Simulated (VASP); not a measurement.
# WC (P-6m2) in VASP: further runs

Runs on WC. Level: PBEsol. Tasks: relaxation of cell and atoms.

Program: VASP 6.6.1. These are calculated values, not measurements. Logs are shortened: lines on timing, memory, paths and dates and some standing lists are left out, and cuts for length are marked.

### 1 The cell of the first run

The structure is hexagonal, space group P-6m2 (No. 187). The conventional cell has a = 2.899 Å, b = 2.899 Å, c = 2.827 Å, α = 90.00°, β = 90.00°, γ = 120.00°. Within 2.9 Å of W (site symmetry -6m2) lie 6 C at 2.19 Å and 8 W at 2.83 to 2.90 Å. C (site symmetry -6m2) has 6 W at 2.19 Å and 8 C at 2.83 to 2.90 Å within 2.9 Å.

### 2 Relaxation of cell and atoms, PBEsol, target pressure 7 GPa, at which the enthalpy is minimised

INCAR

```
ALGO = Normal
EDIFF = 1E-7
EDIFFG = -0.002
ENCUT = 600
GGA = PS
IBRION = 2
ISIF = 3
ISMEAR = -1
LASPH = True
LCHARG = False
LREAL = False
LWAVE = False
NELM = 60
NSW = 100
PREC = Accurate
PSTRESS = 70.0
SIGMA = 0.08
```

KPOINTS

```
k-points
0
Gamma
  18 18 16
```

POSCAR

```
WC
1.0
    2.8988145963      0.0000000000      0.0000000000
   -1.4494072982      2.5104470813      0.0000000000
    0.0000000000      0.0000000000      2.8272988698
W C
1 1
Direct
    0.0000000000      0.0000000000      0.0000000000
    0.6666666667      0.3333333333      0.5000000000
```

Potentials or basis: VASP PAW PBE potentials, release 64 (W_sv, C).

Launch:

```
> cat potpaw_PBE.64/W_sv/POTCAR potpaw_PBE.64/C/POTCAR > POTCAR
> mpirun -np 1 vasp_std > vasp.out
```

OUTCAR:

```text
EDIFF = 1E-7
   EDIFFG = -0.002
   ENCUT = 600
   GGA = PS
   IBRION = 2
   ISIF = 3
   ISMEAR = -1
   LASPH = True
   LREAL = False
   NELM = 60
   NSW = 100
   PREC = Accurate
   PSTRESS = 70.0

 ion  position               nearest neighbor table
   1  0.000  0.000  0.000-   2 2.19   2 2.19   2 2.19   2 2.19   2 2.19   2 2.19
   2  0.667  0.333  0.500-   1 2.19   1 2.19   1 2.19   1 2.19   1 2.19   1 2.19

  LATTYP: Found a hexagonal cell.
 ALAT       =     2.8988145963
 C/A-ratio  =     0.9753293203

  Lattice vectors:

 A1 = (   2.8988145963,   0.0000000000,   0.0000000000)
 A2 = (  -1.4494072982,   2.5104470813,   0.0000000000)
 A3 = (   0.0000000000,   0.0000000000,   2.8272988698)

Analysis of symmetry for initial positions (statically):
=====================================================================
 Subroutine PRICEL returns:
 Original cell was already a primitive cell.

 Routine SETGRP: Setting up the symmetry group for a
 hexagonal supercell.

 Subroutine GETGRP returns: Found 12 space group operations
 (whereof 12 operations were pure point group operations)
 out of a pool of 24 trial point group operations.

The static configuration has the point symmetry D_3h.

Analysis of symmetry for dynamics (positions and initial velocities):
=====================================================================
 Subroutine PRICEL returns:
 Original cell was already a primitive cell.

 Routine SETGRP: Setting up the symmetry group for a
 hexagonal supercell.

 Subroutine GETGRP returns: Found 12 space group operations
 (whereof 12 operations were pure point group operations)
 out of a pool of 24 trial point group operations.

The dynamic configuration has the point symmetry D_3h.

 Subroutine INISYM returns: Found 12 space group operations
 (whereof 12 operations are pure point group operations),
 and found     1 'primitive' translations

----------------------------------------------------------------------------------------

                                     Primitive cell

  volume of cell :      20.5752

  direct lattice vectors                    reciprocal lattice vectors
     2.898814596  0.000000000  0.000000000     0.344968596  0.199167711  0.000000000
    -1.449407298  2.510447081  0.000000000     0.000000000  0.398335423  0.000000000
     0.000000000  0.000000000  2.827298870     0.000000000  0.000000000  0.353694479

  length of vectors
     2.898814596  2.898814596  2.827298870     0.398335423  0.398335423  0.353694479

  position of ions in fractional coordinates (direct lattice)
     0.000000000  0.000000000  0.000000000
     0.666666667  0.333333333  0.500000000

  ion indices of the primitive-cell ions
   primitive index   ion index
                 1           1
                 2           2

----------------------------------------------------------------------------------------

 KPOINTS: k-points

Automatic generation of k-mesh.
 Grid dimensions read from file:
 generate k-points for:   18   18   16

 Generating k-lattice:

  Cartesian coordinates                     Fractional coordinates (reciprocal lattice)
     0.019164922  0.011064873  0.000000000     0.055555556  0.000000000  0.000000000
     0.000000000  0.022129746  0.000000000     0.000000000  0.055555556  0.000000000
     0.000000000  0.000000000  0.022105905     0.000000000  0.000000000  0.062500000

  Length of vectors
     0.022129746  0.022129746  0.022105905

  Shift w.r.t. Gamma in fractional coordinates (k-lattice)
     0.000000000  0.000000000  0.000000000

 Subroutine IBZKPT returns following result:
 ===========================================

 Found    333 irreducible k-points:

 Following reciprocal coordinates:
            Coordinates               Weight
  0.000000  0.000000  0.000000      1.000000
  0.055556  0.000000  0.000000      6.000000
  0.111111  0.000000  0.000000      6.000000
  0.166667 -0.000000  0.000000      6.000000
  0.222222 -0.000000  0.000000      6.000000
  0.277778 -0.000000  0.000000      6.000000
[... 16 lines left out ...]
  0.333333  0.111111  0.000000     12.000000
  0.388889  0.111111  0.000000     12.000000
 [... further k-points ...]
   k-points           NKPTS =    333   k-points in BZ     NKDIM =    333   number of bands    NBANDS=     13
   number of dos      NEDOS =    301   number of ions     NIONS =      2
   total plane-waves  NPLWV =  13824
   dimension x,y,z NGX =    24 NGY =   24 NGZ =   24
   dimension x,y,z NGXF=    48 NGYF=   48 NGZF=   48
   ions per type =               1   1
   NGX,Y,Z   is equivalent  to a cutoff of  13.76, 13.76, 14.11 a.u.
   NGXF,Y,Z  is equivalent  to a cutoff of  27.53, 27.53, 28.22 a.u.
 SYSTEM =  unknown system
   PREC   = accura    normal or accurate (medium, high low for compatibility)
   ISTART =      0    job   : 0-new  1-cont  2-samecut
   ICHARG =      2    charge: 1-file 2-atom 10-const
   ISPIN  =      1    spin polarized calculation?
   LNONCOLLINEAR =      F non collinear calculations
   LSORBIT =      F    spin-orbit coupling
   LASPH  =      T    aspherical Exc in radial PAW
   ENCUT  =  600.0 eV  44.10 Ry    6.64 a.u.   5.79  5.79  5.65*2*pi/ulx,y,z
   NELM   =     60;   NELMIN=  2; NELMDL= -5     # of ELM steps
   EDIFF  = 0.1E-06   stopping-criterion for ELM
   LREAL  =      F    real-space projection
   EDIFFG = -.2E-02   stopping-criterion for IOM
   NSW    =    100    number of steps for IOM
   IBRION =      2    ionic relax: 0-MD 1-quasi-New 2-CG
   NFREE  =      1    steps in history (QN), initial steepest desc. (CG)
   ISIF   =      3    stress and relaxation
   ISYM   =      2    0-nonsym 1-usesym 2-fastsym
   POTIM  = 0.5000    time-step for ionic-motion
   TEBEG  =    0.0;   TEEND  =   0.0 temperature during run
   PSTRESS=   70.0 pullay stress
   NELECT =      18.0000    total number of electrons
   NUPDOWN=      -1.0000    fix difference up-down
   EMIN   =  10.00;   EMAX   =-10.00  energy-range for DOS
   EFERMI =   0.00;   METHOD = LEGACY
   ISMEAR =    -1;   SIGMA  =   0.08  broadening in eV -4-tet -1-fermi 0-gaus
   EFERMI_NEDOS =   21; number of points for ismear=-14 and -15
   IALGO  =     38    algorithm
   IMIX   =      4    mixing-type and parameters
     AMIX     =   0.40;   BMIX     =  1.00
     AMIX_MAG =   1.60;   BMIX_MAG =  1.00
  volume/ion in A,a.u.               =      10.29        69.42
  Fermi-wavevector in a.u.,A,eV,Ry     =   1.565734  2.958808 33.354986  2.451522
  Thomas-Fermi vector in A             =   2.668166
   LORBIT       =      0    0 simple, 1 ext, 2 COOP (PROOUT), +10 PAW based schemes
   GGA     = PS    functional components
   LHFCALC =     F    Hartree Fock is set to
   AEXX    =    0.0000 exact exchange contribution
   IVDW    =     0    specifies the selected vdW correction
   LEPSILON=     F    determine dielectric tensor
   LRPA    =     F    only Hartree local field effects (RPA)
 conjugate gradient relaxation of ions
 non-spin polarized calculation
  energy-cutoff  :      600.00
  volume of cell :       20.58
 maximum number of plane-waves:       702
 NGX is ok and might be reduce to    24
   NGX = 11   NGY = 11   NGZ = 11

--------------------------------------- Ionic step        1  -------------------------------------------

 number of electron      18.0000001 magnetization

 Free energy of the ion-electron system (eV)
  ---------------------------------------------------
  ext. energy  EPLUGINS =         0.00000000
  ---------------------------------------------------
  free energy    TOTEN  =       -23.90338161 eV

  energy without entropy =      -23.89685107  energy(sigma->0) =      -23.90011634

------------------------ aborting loop because EDIFF is reached ----------------------------------------

  FORCE on cell =-STRESS in cart. coord.  units (eV):
  Direction    XX          YY          ZZ          XY          YZ          ZX
  --------------------------------------------------------------------------------------
  -------------------------------------------------------------------------------------
  Total        0.1394985      0.1394985      0.1828761     -0.0000000      0.0000000      0.0000000
  in kB       10.8626750     10.8626750     14.2404722     -0.0000000      0.0000000      0.0000000
  external PRESSURE =     -58.0113926 kB  Pullay stress =      70.0000000 kB

 VOLUME and BASIS-vectors are now :
 -----------------------------------------------------------------------------
  energy-cutoff  :      600.00
  volume of cell :       20.58
      direct lattice vectors                 reciprocal lattice vectors
     2.898814596  0.000000000  0.000000000     0.344968596  0.199167711  0.000000000
    -1.449407298  2.510447081  0.000000000     0.000000000  0.398335423  0.000000000
     0.000000000  0.000000000  2.827298870     0.000000000  0.000000000  0.353694479
[... 160 lines left out ...]
  FREE ENERGIE OF THE ION-ELECTRON SYSTEM (eV)
  ---------------------------------------------------
  free  energy   TOTEN  =       -23.8960836899 eV

  energy  without entropy=      -23.8897408498  energy(sigma->0) =      -23.89291227

  enthalpy is  TOTEN    =       -23.0095473619 eV   P V=        0.8865363280

--------------------------------------- Ionic step        6  -------------------------------------------

 number of electron      18.0000000 magnetization

 Free energy of the ion-electron system (eV)
  ---------------------------------------------------
  ext. energy  EPLUGINS =         0.00000000
  ---------------------------------------------------
  free energy    TOTEN  =       -23.89624320 eV

  energy without entropy =      -23.88984364  energy(sigma->0) =      -23.89304342

 E-fermi :  11.2626     XC(G=0): -14.0521

 val. band max:       11.2431272553   @ k =   0.3333   0.3333   0.0625
 cond. band min:      11.2854882382   @ k =   0.3333   0.2222   0.0000
 fundamental gap:      0.0423609829
 Fermi energy:        11.2626012878

 k-point     1 :       0.0000    0.0000    0.0000
  band No.  band energies     occupation
      1     -62.6334      2.00000
      2     -26.6227      2.00000
      3     -26.5071      2.00000
      4     -26.5071      2.00000
      5      -3.3463      2.00000
      6       6.7921      2.00000
      7       7.8367      2.00000
      8       7.8367      2.00000
      9      11.3656      0.43272
     10      14.5836      0.00000
     11      14.5836      0.00000
     12      17.0301      0.00000
     13      17.0301      0.00000

 k-point     2 :       0.0556    0.0000    0.0000
  band No.  band energies     occupation
      1     -62.6314      2.00000
      2     -26.6191      2.00000
      3     -26.5356      2.00000
      4     -26.5135      2.00000
      5      -3.2616      2.00000
      6       6.8252      2.00000
      7       7.7137      2.00000
      8       7.9159      2.00000
      9      11.0992      1.77039
     10      14.5524      0.00000
     11      14.8772      0.00000
[... 339 lines left out ...]
 k-point    24 :       0.3889    0.1111    0.0000
  band No.  band energies     occupation
      1     -62.5679      2.00000
      2     -27.3418      2.00000
      3     -26.7757      2.00000
      4     -26.4996      2.00000
      5       0.1438      2.00000
      6       4.2674      2.00000
      7       7.5367      2.00000
      8       7.6379      2.00000
      9      10.7685      1.99585
     10      13.1064      0.00000
     11      14.9254      0.00000
     12      16.2376      0.00000
     13      18.9663      0.00000

 [... further k-points ...]

------------------------ aborting loop because EDIFF is reached ----------------------------------------

  FORCE on cell =-STRESS in cart. coord.  units (eV):
  Direction    XX          YY          ZZ          XY          YZ          ZX
  --------------------------------------------------------------------------------------
  -------------------------------------------------------------------------------------
  Total        0.8894150      0.8894150      0.8898195     -0.0000000     -0.0000000      0.0000000
  in kB       70.2193529     70.2193529     70.2512935     -0.0000000     -0.0000000      0.0000000
  external PRESSURE =       0.2299998 kB  Pullay stress =      70.0000000 kB

 VOLUME and BASIS-vectors are now :
 -----------------------------------------------------------------------------
  energy-cutoff  :      600.00
  volume of cell :       20.29
      direct lattice vectors                 reciprocal lattice vectors
     2.883917599 -0.000000000  0.000000000     0.346750545  0.200196521  0.000000000
    -1.441958800  2.497545903 -0.000000000     0.000000000  0.400393041  0.000000000
     0.000000000 -0.000000000  2.817486654    -0.000000000  0.000000000  0.354926260

 POSITION                                       TOTAL-FORCE (eV/Angst)
 -----------------------------------------------------------------------------------
      0.00000      0.00000      0.00000         0.000000      0.000000     -0.000000
      1.44196      0.83252      1.40874        -0.000000     -0.000000      0.000000
 -----------------------------------------------------------------------------------
    total drift:                                0.000000     -0.000000      0.000000

  FREE ENERGIE OF THE ION-ELECTRON SYSTEM (eV)
  ---------------------------------------------------
  free  energy   TOTEN  =       -23.8962431963 eV

  energy  without entropy=      -23.8898436360  energy(sigma->0) =      -23.89304342

  enthalpy is  TOTEN    =       -23.0096066030 eV   P V=        0.8866365933

 reached required accuracy - stopping structural energy minimisation
```

It took 6.2 min on 1 thread of Intel Xeon 8259CL, shared host; peak memory 0.25 GiB.

What came out:

```yaml
Free_energy: -23.8962 eV
Relaxed_volume: 10.15 Å³/atom
Relaxed_cell: a = 2.884 Å, b = 2.884 Å, c = 2.817 Å, α = 90.00°, β = 90.00°, γ = 120.00°
Space_group_after_relaxing_to_0.1_Å: P-6m2 (No. 187)
Energy_change_on_relaxing_the_run_minimises_the_enthalpy: +3.6 meV/atom
Ionic_steps: 6
Pressure_after_relaxing: 7.0 GPa
Band_gap_on_the_k_mesh: zero (bands 9 and 10 overlap by 1.26 eV)
```

Step by step:
```tsv
step	energy change (eV)	largest force (eV/Å)	pressure (GPa)	volume (Å³)
1	0.0000	0.0000	1.20	20.58
2	0.0900	0.0000	26.49	19.49
3	0.0069	0.0000	6.92	20.30
4	0.0071	0.0000	7.02	20.30
5	0.0073	0.0000	7.01	20.29
6	0.0071	0.0000	7.02	20.29
```

Final structure:
```
W C
1.0
     2.88392    0.00000    0.00000
    -1.44196    2.49755    0.00000
     0.00000    0.00000    2.81749
W C
1 1
Direct
  0.00000 0.00000 0.00000
  0.66667 0.33333 0.50000
```

Caveat: the cell is relaxed towards a set pressure, so the run minimises the enthalpy, not the energy; the PAW data sets were made with another functional, which shifts forces and pressure a little; spin-orbit coupling is left out, which moves the levels of the heavy elements.

### 3 Relaxation of cell and atoms, PBEsol, target pressure 10 GPa, at which the enthalpy is minimised

INCAR

```
SYSTEM = WC
ALGO = Normal
EDIFF = 1E-7
EDIFFG = -0.002
ENCUT = 600
GGA = PS
IBRION = 2
ISIF = 3
ISMEAR = -1
LASPH = .TRUE.
LCHARG = .FALSE.
LREAL = .FALSE.
LWAVE = .FALSE.
NELM = 80
NSW = 100
PREC = Accurate
PSTRESS = 100.0
SIGMA = 0.08
```

KPOINTS

```
k-points
0
G
  18 18 16
  0 0 0
```

POSCAR is that of step 2.

Potentials or basis: VASP PAW PBE potentials, release 64 (W_sv, C).

Launch:

```
> cat potpaw_PBE.64/W_sv/POTCAR potpaw_PBE.64/C/POTCAR > POTCAR
> mpirun -np 1 vasp_std > vasp.out
```

OUTCAR:

```text
SYSTEM = WC
   EDIFF = 1E-7
   EDIFFG = -0.002
   ENCUT = 600
   GGA = PS
   IBRION = 2
   ISIF = 3
   ISMEAR = -1
   LASPH = .TRUE.
   LREAL = .FALSE.
   NELM = 80
   NSW = 100
   PREC = Accurate
   PSTRESS = 100.0

 ion  position               nearest neighbor table
   1  0.000  0.000  0.000-   2 2.19   2 2.19   2 2.19   2 2.19   2 2.19   2 2.19
   2  0.667  0.333  0.500-   1 2.19   1 2.19   1 2.19   1 2.19   1 2.19   1 2.19

  LATTYP: Found a hexagonal cell.
 ALAT       =     2.8988145963
 C/A-ratio  =     0.9753293203

  Lattice vectors:

 A1 = (   2.8988145963,   0.0000000000,   0.0000000000)
 A2 = (  -1.4494072982,   2.5104470813,   0.0000000000)
 A3 = (   0.0000000000,   0.0000000000,   2.8272988698)

Analysis of symmetry for initial positions (statically):
=====================================================================
[... 498 lines left out ...]
      3     -26.3911      2.00000
      4     -26.3911      2.00000
      5      -3.3001      2.00000
      6       6.8496      2.00000
      7       7.9101      2.00000
      8       7.9101      2.00000
      9      11.4597      0.45527
     10      14.7131      0.00000
     11      14.7131      0.00000
     12      17.1643      0.00000
     13      17.1643      0.00000
[... 354 lines left out ...]
  band No.  band energies     occupation
      1     -62.4532      2.00000
      2     -27.2475      2.00000
      3     -26.6666      2.00000
      4     -26.3848      2.00000
      5       0.2159      2.00000
      6       4.3337      2.00000
      7       7.6066      2.00000
      8       7.7000      2.00000
      9      10.8652      1.99599
     10      13.2153      0.00000
     11      15.0555      0.00000
     12      16.3873      0.00000
     13      19.1148      0.00000

 [... further k-points ...]

------------------------ aborting loop because EDIFF is reached ----------------------------------------

  FORCE on cell =-STRESS in cart. coord.  units (eV):
  Direction    XX          YY          ZZ          XY          YZ          ZX
  --------------------------------------------------------------------------------------
  -------------------------------------------------------------------------------------
  Total        1.2585228      1.2585228      1.2585607     -0.0000000      0.0000000      0.0000000
  in kB      100.0328160    100.0328160    100.0358255     -0.0000000      0.0000000      0.0000000
  external PRESSURE =       0.0338192 kB  Pullay stress =     100.0000000 kB
[... 21 lines left out ...]
  energy  without entropy=      -23.8826613556  energy(sigma->0) =      -23.88583291

  enthalpy is  TOTEN    =       -22.6308945062 eV   P V=        1.2581099585

 reached required accuracy - stopping structural energy minimisation
```

OSZICAR:

```text
N       E                     dE             d eps       ncg     rms          rms(c)
DAV:   1     0.118280912882E+03    0.11828E+03   -0.10646E+04  8674   0.170E+03
[... 75 lines left out ...]
       N       E                     dE             d eps       ncg     rms          rms(c)
DAV:   1    -0.238891039933E+02    0.95030E-03   -0.24849E-03  8828   0.747E-01    0.156E-01
DAV:   2    -0.238890182899E+02    0.85703E-04   -0.20370E-04  8908   0.187E-01    0.315E-02
DAV:   3    -0.238890055868E+02    0.12703E-04   -0.23806E-05  9323   0.463E-02    0.952E-03
DAV:   4    -0.238890039797E+02    0.16071E-05   -0.54326E-06  9653   0.273E-02    0.124E-02
DAV:   5    -0.238890044655E+02   -0.48577E-06   -0.43899E-07  9493   0.781E-03    0.765E-04
DAV:   6    -0.238890044646E+02    0.83764E-09   -0.54442E-08  4399   0.198E-03
   9 F= -.22630895E+02 E0= -.22627723E+02  d E =-.412051E-05
```

Wall time 8 min (1 thread of Intel Xeon 8259CL, shared host); peak memory 0.26 GiB.

Results:

- Free energy: -23.8890 eV
- Relaxed volume: 10.08 Å³/atom
- Relaxed cell: a = 2.877 Å, b = 2.877 Å, c = 2.812 Å, α = 90.00°, β = 90.00°, γ = 120.00°
- Space group after relaxing (to 0.1 Å): P-6m2 (No. 187)
- Energy change on relaxing (the run minimises the enthalpy): +7.2 meV/atom
- Ionic steps: 9
- Pressure after relaxing: 10.0 GPa
- Band gap on the k mesh: zero (bands 9 and 10 overlap by 1.28 eV)

The path:
| step | energy change (eV) | largest force (eV/Å) | pressure (GPa) | volume (Å³) |
| --- | --- | --- | --- | --- |
| 1 | 0.0000 | 0.0000 | 1.20 | 20.58 |
| 2 | 0.2068 | 0.0000 | 42.15 | 18.94 |
| 3 | 0.0136 | 0.0000 | 9.78 | 20.17 |
| 4 | 0.0142 | 0.0000 | 9.99 | 20.16 |
| 5 | 0.0147 | 0.0000 | 10.18 | 20.15 |
| 6 | 0.0152 | 0.0000 | 10.17 | 20.15 |
| 7 | 0.0149 | 0.0000 | 10.18 | 20.15 |
| 8 | 0.0133 | 0.0000 | 9.63 | 20.17 |
| 9 | 0.0144 | 0.0000 | 10.00 | 20.16 |

Final structure:
```yaml
crystal:
  lattice:
    - [2.87687, 0.00000, 0.00000]
    - [-1.43844, 2.49145, 0.00000]
    - [0.00000, 0.00000, 2.81227]
  atoms:
    - { symbol: W, position: [0.00000, 0.00000, 0.00000] }
    - { symbol: C, position: [0.66667, 0.33333, 0.50000] }
```

Caveat: the cell is relaxed towards a set pressure, so the run minimises the enthalpy, not the energy; the PAW data sets were made with another functional, which shifts forces and pressure a little; spin-orbit coupling is left out, which moves the levels of the heavy elements.

The gap in the log of VASP goes by the Fermi energy; the results here count the filled bands.